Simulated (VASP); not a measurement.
HfO2: single point with PBE

Crystal: HfO2.

```
Hf O
1.0
     0.00000   -2.54881   -2.54881
    -2.54881    0.00000   -2.54881
     2.54881    2.54881   -5.09761
Hf O
2 4
Direct
  0.00037 0.00037 0.99888
  0.49963 0.49963 0.50112
  0.12840 0.12840 0.61481
  0.62160 0.62160 0.13519
  0.37160 0.37160 0.88519
  0.87840 0.87840 0.36481
```

This cell differs from its parent crystal: atoms displaced along a vibrational mode.

| Quantity | Value |
| --- | --- |
| Program | VASP 6.6.1 |
| Task | single point |
| Functional | PBE |
| Potentials or basis | VASP PAW PBE potentials, release 64 (Hf_pv, O) |
| Cutoff | 520 eV |
| k mesh | 6 × 6 × 8 |
| Occupations | gaussian, width 0.05 eV |
| Spin | no spin polarisation |
| Dipole correction | no |
| Further INCAR settings | ALGO = Normal; EDIFF = 1e-06; NBANDS = 31; ISYM = 0 |

The pressure is -3.1 GPa, the largest force is 1.068 eV/Å and the band gap on the k mesh is 3.70 eV.

Forces in eV/Å, atoms in the order of the input:
```
Hf   0.617  0.617 -0.617
Hf  -0.617 -0.617  0.617
O    0.463  0.463 -0.463
O   -0.508 -0.508  0.508
O   -0.463 -0.463  0.463
O    0.508  0.508 -0.508
```

Stress tensor (GPa, compression positive):
```
-3.14 -0.16  0.16
-0.16 -3.14  0.16
 0.16  0.16 -3.14
```

Levels at points of the mesh, in eV from the valence-band top:
```
           k point  band 18  band 19  band 20  band 21  band 22  band 23  band 24  band 25  band 26  band 27
(0.00, 0.00, 0.00)    -1.86    -1.86    -0.66    -0.58    -0.58     3.82     3.82     4.52     4.52     5.58
(0.50, 0.00, 0.00)    -1.52    -1.48    -1.29    -1.20    -0.93     4.20     4.61     4.82     5.10     6.83
(0.00, 0.50, 0.00)    -1.52    -1.48    -1.29    -1.20    -0.93     4.20     4.61     4.82     5.10     6.83
(0.50, 0.50, 0.00)    -2.11    -1.86    -1.53    -1.24     0.00     3.70     4.50     4.52     5.37     6.43
(0.00, 0.00, 0.50)    -1.98    -1.65    -1.65    -1.16    -1.16     4.43     4.43     4.59     4.59     6.46
(0.50, 0.00, 0.50)    -2.11    -1.86    -1.53    -1.24     0.00     3.70     4.50     4.52     5.37     6.43
(0.00, 0.50, 0.50)    -2.11    -1.86    -1.53    -1.24     0.00     3.70     4.50     4.52     5.37     6.43
(0.50, 0.50, 0.50)    -1.52    -1.48    -1.29    -1.20    -0.93     4.20     4.61     4.82     5.10     6.83
```

Wall time 4.4 min on 1 thread of Intel(R) Xeon(R) Platinum 8259CL CPU @ 2.50GHz (Skylake/Cascade Lake) (shared host), peak memory 0.36 GiB.

Caveat: the cell differs from its parent crystal (atoms displaced along a vibrational mode); the cell stands under tension; spin-orbit coupling is left out, which moves the levels of the heavy elements; forces of over 1 eV/Å act on the atoms, so gaps and moduli don't describe the material at rest. A k mesh can miss the band edges.
